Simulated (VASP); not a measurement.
# Te2Mo (P-6m2) in VASP: further runs, part 2 of 2

VASP 6.6.1. Earlier steps stand in the parts before.

## Step 3: Single point, LDA

File INCAR:

```
SYSTEM = Te2Mo
ALGO     = Normal         ! electronic algorithm
EDIFF    = 1E-6           ! SCF threshold, eV
ENCUT    = 520            ! plane-wave cutoff, eV
GGA      = CA             ! functional
ISIF     = 2              ! what is computed and relaxed
ISMEAR   = 1              ! smearing method
LASPH    = .True.         ! aspherical terms in the spheres
LCHARG   = .True.         ! write CHGCAR
LELF     = .True.         ! ELF
LREAL    = .False.        ! projectors in reciprocal space
LVHAR    = .True.       
LWAVE    = .False.        ! write WAVECAR
NBANDS   = 20             ! bands
NELM     = 100            ! most SCF steps
PREC     = Accurate       ! precision mode
SIGMA    = 0.1            ! smearing width, eV
```

File KPOINTS:

```
k-points
0
Gamma
  9 9 2
  0 0 0
```

File POSCAR:

```
Te2Mo
1.0
    3.1291538958      0.0000000025      0.0000000000
   -1.5645769501      2.7099267649      0.0000000000
    0.0000000000      0.0000000000      6.8883774944
Te Mo
2 1
Direct
    0.3333333333      0.6666666667      0.7276562280
    0.3333333333      0.6666666667      0.2723437720
    0.0000000000      0.0000000000      0.0000000000
```

Potentials or basis: VASP PAW LDA potentials, release 64 (Te, Mo_sv).

Run with:

```
$ cat potpaw_LDA.64/Te/POTCAR potpaw_LDA.64/Mo_sv/POTCAR > POTCAR
$ mpirun -np 1 vasp_std > vasp.out
```

OUTCAR:

```text
SYSTEM = Te2Mo
   EDIFF = 1E-6
   ENCUT = 520
   GGA = CA
   ISIF = 2
   ISMEAR = 1
   LASPH = .True.
   LREAL = .False.
   NELM = 100
   PREC = Accurate

 ion  position               nearest neighbor table
   1  0.333  0.667  0.728-   3 2.60   3 2.60   3 2.60   2 3.14
   2  0.333  0.667  0.272-   3 2.60   3 2.60   3 2.60   1 3.14
   3  0.000  0.000  0.000-   1 2.60   2 2.60   1 2.60   2 2.60   1 2.60   2 2.60

  LATTYP: Found a hexagonal cell.
 ALAT       =     3.1291538958
 C/A-ratio  =     2.2013546549

  Lattice vectors:

 A1 = (   3.1291538958,   0.0000000025,   0.0000000000)
 A2 = (  -1.5645769501,   2.7099267649,   0.0000000000)
 A3 = (   0.0000000000,   0.0000000000,   6.8883774944)

Analysis of symmetry for initial positions (statically):
=====================================================================
 Subroutine PRICEL returns:
 Original cell was already a primitive cell.

 Routine SETGRP: Setting up the symmetry group for a
 hexagonal supercell.

 Subroutine GETGRP returns: Found 12 space group operations
 (whereof 12 operations were pure point group operations)
 out of a pool of 24 trial point group operations.

The static configuration has the point symmetry D_3h.

Analysis of symmetry for dynamics (positions and initial velocities):
=====================================================================
 Subroutine PRICEL returns:
 Original cell was already a primitive cell.

 Routine SETGRP: Setting up the symmetry group for a
 hexagonal supercell.

 Subroutine GETGRP returns: Found 12 space group operations
 (whereof 12 operations were pure point group operations)
 out of a pool of 24 trial point group operations.

The dynamic configuration has the point symmetry D_3h.

 Subroutine INISYM returns: Found 12 space group operations
 (whereof 12 operations are pure point group operations),
 and found     1 'primitive' translations

----------------------------------------------------------------------------------------

                                     Primitive cell

  volume of cell :      58.4119

  direct lattice vectors                    reciprocal lattice vectors
     3.129153896  0.000000003  0.000000000     0.319575206  0.184506831  0.000000000
    -1.564576950  2.709926765  0.000000000    -0.000000000  0.369013662  0.000000000
     0.000000000  0.000000000  6.888377494     0.000000000  0.000000000  0.145172067

  length of vectors
     3.129153896  3.129153896  6.888377494     0.369013662  0.369013662  0.145172067

  position of ions in fractional coordinates (direct lattice)
     0.333333333  0.666666667  0.727656228
     0.333333333  0.666666667  0.272343772
     0.000000000  0.000000000  0.000000000

  ion indices of the primitive-cell ions
   primitive index   ion index
                 1           1
                 2           2
                 3           3

----------------------------------------------------------------------------------------

 KPOINTS: k-points

Automatic generation of k-mesh.
 Grid dimensions read from file:
 generate k-points for:    9    9    2

 Generating k-lattice:

  Cartesian coordinates                     Fractional coordinates (reciprocal lattice)
     0.035508356  0.020500759  0.000000000     0.111111111  0.000000000  0.000000000
    -0.000000000  0.041001518  0.000000000    -0.000000000  0.111111111  0.000000000
     0.000000000  0.000000000  0.072586034     0.000000000  0.000000000  0.500000000

  Length of vectors
     0.041001518  0.041001518  0.072586034

  Shift w.r.t. Gamma in fractional coordinates (k-lattice)
     0.000000000  0.000000000  0.000000000

 Subroutine IBZKPT returns following result:
 ===========================================

 Found     24 irreducible k-points:

 Following reciprocal coordinates:
            Coordinates               Weight
  0.000000  0.000000  0.000000      1.000000
  0.111111  0.000000  0.000000      6.000000
  0.222222  0.000000  0.000000      6.000000
  0.333333 -0.000000  0.000000      6.000000
  0.444444  0.000000  0.000000      6.000000
  0.111111  0.111111  0.000000      6.000000
[... 16 lines left out ...]
  0.333333  0.222222  0.500000     12.000000
  0.333333  0.333333  0.500000      2.000000
   k-points           NKPTS =     24   k-points in BZ     NKDIM =     24   number of bands    NBANDS=     20
   number of dos      NEDOS =    301   number of ions     NIONS =      3
   total plane-waves  NPLWV =  31104
   dimension x,y,z NGX =    24 NGY =   24 NGZ =   54
   dimension x,y,z NGXF=    48 NGYF=   48 NGZF=  108
   ions per type =               2   1
   NGX,Y,Z   is equivalent  to a cutoff of  12.75, 12.75, 13.03 a.u.
   NGXF,Y,Z  is equivalent  to a cutoff of  25.50, 25.50, 26.07 a.u.
 SYSTEM =  Te2Mo
   PREC   = accura    normal or accurate (medium, high low for compatibility)
   ISTART =      0    job   : 0-new  1-cont  2-samecut
   ICHARG =      2    charge: 1-file 2-atom 10-const
   ISPIN  =      1    spin polarized calculation?
   LNONCOLLINEAR =      F non collinear calculations
   LSORBIT =      F    spin-orbit coupling
   LASPH  =      T    aspherical Exc in radial PAW
   ENCUT  =  520.0 eV  38.22 Ry    6.18 a.u.   5.82  5.82 12.81*2*pi/ulx,y,z
   NELM   =    100;   NELMIN=  2; NELMDL= -5     # of ELM steps
   EDIFF  = 0.1E-05   stopping-criterion for ELM
   LREAL  =      F    real-space projection
   EDIFFG = 0.1E-04   stopping-criterion for IOM
   NSW    =      0    number of steps for IOM
   IBRION =     -1    ionic relax: 0-MD 1-quasi-New 2-CG
   NFREE  =      0    steps in history (QN), initial steepest desc. (CG)
   ISIF   =      2    stress and relaxation
   ISYM   =      2    0-nonsym 1-usesym 2-fastsym
   POTIM  = 0.5000    time-step for ionic-motion
   TEBEG  =    0.0;   TEEND  =   0.0 temperature during run
   PSTRESS=    0.0 pullay stress
   NELECT =      26.0000    total number of electrons
   NUPDOWN=      -1.0000    fix difference up-down
   EMIN   =  10.00;   EMAX   =-10.00  energy-range for DOS
   EFERMI =   0.00;   METHOD = LEGACY
   ISMEAR =     1;   SIGMA  =   0.10  broadening in eV -4-tet -1-fermi 0-gaus
   EFERMI_NEDOS =   21; number of points for ismear=-14 and -15
   IALGO  =     38    algorithm
   IMIX   =      4    mixing-type and parameters
     AMIX     =   0.40;   BMIX     =  1.00
     AMIX_MAG =   1.60;   BMIX_MAG =  1.00
  volume/ion in A,a.u.               =      19.47       131.39
  Fermi-wavevector in a.u.,A,eV,Ry     =   1.249968  2.362097 21.258006  1.562419
  Thomas-Fermi vector in A             =   2.383984
   LORBIT       =      0    0 simple, 1 ext, 2 COOP (PROOUT), +10 PAW based schemes
   GGA     = CA    functional components
   LHFCALC =     F    Hartree Fock is set to
   AEXX    =    0.0000 exact exchange contribution
   IVDW    =     0    specifies the selected vdW correction
   LEPSILON=     F    determine dielectric tensor
   LRPA    =     F    only Hartree local field effects (RPA)
 non-spin polarized calculation
 Methfessel and Paxton  Order N= 1 SIGMA  =   0.10
  energy-cutoff  :      520.00
  volume of cell :       58.41
 maximum number of plane-waves:      1584
 NGX is ok and might be reduce to    24
   NGX = 11   NGY = 11   NGZ = 25

 number of electron      26.0000001 magnetization

 Free energy of the ion-electron system (eV)
  ---------------------------------------------------
  ext. energy  EPLUGINS =         0.00000000
  ---------------------------------------------------
  free energy    TOTEN  =       -18.98158804 eV

  energy without entropy =      -18.98124723  energy(sigma->0) =      -18.98147444

 E-fermi :  12.0885     XC(G=0): -11.8803

 val. band max:       12.0833077156   @ k =   0.2222   0.1111   0.0000
 cond. band min:      12.0942211322   @ k =   0.3333  -0.0000   0.5000
 fundamental gap:      0.0109134166
 Fermi energy:        12.0884808088

 k-point     1 :       0.0000    0.0000    0.0000
  band No.  band energies     occupation
      1     -48.2638      2.00000
      2     -22.9415      2.00000
      3     -22.3373      2.00000
      4     -22.3373      2.00000
      5      -3.2545      2.00000
      6      -1.6111      2.00000
[... 12 lines left out ...]
     19      19.9494      0.00000
     20      21.7247      0.00000
[... 507 lines left out ...]
 k-point    24 :       0.3333    0.3333    0.5000
  band No.  band energies     occupation
      1     -48.2077      2.00000
      2     -22.8228      2.00000
      3     -22.6709      2.00000
      4     -22.6319      2.00000
      5       0.8469      2.00000
      6       1.7484      2.00000
[... 12 lines left out ...]
     19      18.3475      0.00000
     20      18.9083      0.00000

------------------------ aborting loop because EDIFF is reached ----------------------------------------

  FORCE on cell =-STRESS in cart. coord.  units (eV):
  Direction    XX          YY          ZZ          XY          YZ          ZX
  --------------------------------------------------------------------------------------
  -------------------------------------------------------------------------------------
  Total       11.1259668     11.1259668     11.2355735     -0.0000000     -0.0000000      0.0000000
  in kB      305.1735764    305.1735764    308.1799712     -0.0000000     -0.0000000      0.0000000
  external PRESSURE =     306.1757080 kB  Pullay stress =       0.0000000 kB

 VOLUME and BASIS-vectors are now :
 -----------------------------------------------------------------------------
  energy-cutoff  :      520.00
  volume of cell :       58.41
      direct lattice vectors                 reciprocal lattice vectors
     3.129153896  0.000000003  0.000000000     0.319575206  0.184506831  0.000000000
    -1.564576950  2.709926765  0.000000000    -0.000000000  0.369013662  0.000000000
     0.000000000  0.000000000  6.888377494     0.000000000  0.000000000  0.145172067

 POSITION                                       TOTAL-FORCE (eV/Angst)
 -----------------------------------------------------------------------------------
     -0.00000      1.80662      5.01237         0.000000      0.000000     -0.045781
     -0.00000      1.80662      1.87601        -0.000000      0.000000      0.045781
      0.00000      0.00000      0.00000         0.000000     -0.000000      0.000000
 -----------------------------------------------------------------------------------
    total drift:                                0.000000     -0.000000      0.000000

  FREE ENERGIE OF THE ION-ELECTRON SYSTEM (eV)
  ---------------------------------------------------
  free  energy   TOTEN  =       -18.9815880434 eV

  energy  without entropy=      -18.9812472335  energy(sigma->0) =      -18.98147444
```

It took 36 s on 1 thread of Intel Xeon 8259CL, shared host; peak memory 0.17 GiB.

What came out:

```yaml
Free_energy: -18.9816 eV
Pressure: 30.6 GPa
Largest_force: 0.046 eV/Å
Band_gap_on_the_k_mesh: zero (bands 13 and 14 overlap by 0.51 eV)
```

Forces in eV/Å, atoms in the order of the input:
```
Te   0.000  0.000 -0.046
Te   0.000  0.000  0.046
Mo   0.000  0.000  0.000
```

Stress tensor (GPa, compression positive):
```
30.52  0.00  0.00
 0.00 30.52  0.00
 0.00  0.00 30.82
```

Caveat: the k points lie up to 0.46 Å⁻¹ apart, too coarse for converged energies and pressures of a metal; spin-orbit coupling is left out, which moves the levels of the heavy elements.
